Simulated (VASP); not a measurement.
**C: single point with PBEsol**

Crystal: C.

```
C
1.0
     1.76796    1.76796    0.00000
    -1.76796    1.76796    0.00000
     0.00000    1.76796    1.76796
C
2
Cartesian
  0.0000 1.7680 0.0000
  0.8840 2.6519 0.8840
```

```json
{
 "Program": "VASP 6.6.1",
 "Task": "single point",
 "Functional": "PBEsol",
 "Potentials or basis": "VASP PAW PBE potentials, release 64 (C)",
 "Cutoff": "520 eV",
 "k mesh": "12 × 12 × 12",
 "Occupations": "gaussian, width 0.01 eV",
 "Spin": "no spin polarisation"
}
```

```json
{
 "Pressure": "8.2 GPa",
 "Band gap on the k mesh": "4.10 eV, indirect (least direct gap 5.61 eV)"
}
```

Levels at points of the mesh, in eV from the valence-band top:
| k point | band 2 | band 3 | band 4 | band 5 | band 6 | band 7 |
| --- | --- | --- | --- | --- | --- | --- |
| (0.00, 0.00, 0.00) | 0.00 | 0.00 | 0.00 | 5.61 | 5.61 | 5.61 |
| (0.50, 0.00, 0.00) | -13.76 | -2.88 | -2.88 | 8.49 | 8.49 | 9.20 |
| (0.50, 0.50, 0.00) | -12.96 | -6.50 | -6.50 | 4.65 | 4.65 | 17.19 |

Wall time 13 s on 1 thread of Intel Xeon 8259CL (shared host), peak memory 0.12 GiB.

Caveat: the PAW data sets were made with another functional, which shifts forces and pressure a little. A k mesh can miss the band edges.
